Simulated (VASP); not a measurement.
Runs of VASP 6.6.1 on AlV2C. The structure is that of space group P6_3/mmc (No. 194), or close to it. The cells are those of the table. 

```csv
level,cell,k mesh,gap on the mesh (eV),pressure (GPa),moment (μB),largest force (eV/Å)
PBEsol,"a = 2.877, b = 2.877, c = 13.026 Å, angles 90.0, 90.0, 120.0°, 8 atoms",11 × 11 × 2,none,0.4,0.00,(a)
PBEsol,"a = 2.888, b = 2.888, c = 13.105 Å, angles 90.0, 90.0, 120.0°, 8 atoms",11 × 11 × 2,none,-3.5,0.00,(b)
PBEsol,"a = 2.888, b = 2.888, c = 13.105 Å, angles 90.0, 90.0, 120.0°, 8 atoms",9 × 9 × 2,none,-3.5,0.00,0.59
r2SCAN,"a = 2.884, b = 2.884, c = 13.117 Å, angles 90.0, 90.0, 120.0°, 8 atoms",11 × 11 × 2,none,0.5,0.00,0.10
PBEsol,"a = 2.888, b = 2.888, c = 12.974 Å, angles 90.0, 90.0, 120.0°, 8 atoms",9 × 9 × 2,none,-1.3,0.00,0.47
```

Alike in all rows: task single point; potentials or basis VASP PAW PBE potentials, release 64 (V_sv, Al, C); spin collinear, ferromagnetic start; cutoff (eV) 520; smearing fermi-dirac 0.05 eV.

Q: Estimate the missing entries.

A: (a) 0.03; (b) 0.45.

Caveats: the PAW data sets were made with another functional, which shifts forces and pressure a little.

A gap of «none» marks levels without a gap at the run's occupations.
